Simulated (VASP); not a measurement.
Set up this calculation in VASP 6.6.1, as the native input.

```yaml
Task: single point
Functional: PBE
Potentials_or_basis: VASP PAW PBE potentials, release 64 (Bi_d, Te)
Cutoff: 520 eV
k_mesh: 10 × 10 × 10
Occupations: fermi-dirac, width 0.03 eV
Spin: no spin polarisation
Dipole_correction: no
Further_INCAR_settings: ALGO = Normal; EDIFF = 1e-06; NBANDS = 18
```

The structure of BiTe lies in POSCAR:

```
BiTe
1.0
    0.0000000000      3.2984474805      3.2984474805
    3.2984474805      0.0000000000      3.2984474805
    3.2984474805      3.2984474805      0.0000000000
Bi Te
1 1
Direct
    0.0000000000      0.0000000000      0.0000000000
    0.5000000000      0.5000000000      0.5000000000
```

This cell differs from its parent crystal: volume scaled by 1.06.

These files were run (other wordings do the same):

INCAR

```
ALGO     = Normal         # electronic algorithm
EDIFF    = 1E-6           # SCF threshold, eV
ENCUT    = 520            # plane-wave cutoff, eV
GGA      = PE             # functional
ISIF     = 2              # what is computed and relaxed
ISMEAR   = -1             # smearing method
LASPH    = T              # aspherical terms in the spheres
LCHARG   = F              # write CHGCAR
LREAL    = F              # projectors in reciprocal space
LWAVE    = F              # write WAVECAR
NBANDS   = 18             # bands
NELM     = 60             # most SCF steps
PREC     = Accurate       # precision mode
SIGMA    = 0.03           # smearing width, eV
```

KPOINTS

```
k-points
0
Gamma
  10 10 10
```

Potentials or basis: VASP PAW PBE potentials, release 64 (Bi_d, Te).

Launch:

```bash
$ cat potpaw_PBE.64/Bi_d/POTCAR potpaw_PBE.64/Te/POTCAR > POTCAR
$ mpirun -np 1 vasp_std > vasp.out
```

Results of the run:

The pressure is -1.9 GPa.

It took 60 s on 1 thread of Intel(R) Xeon(R) Platinum 8259CL CPU @ 2.50GHz (Skylake/Cascade Lake) (shared host), peak memory 0.23 GiB.
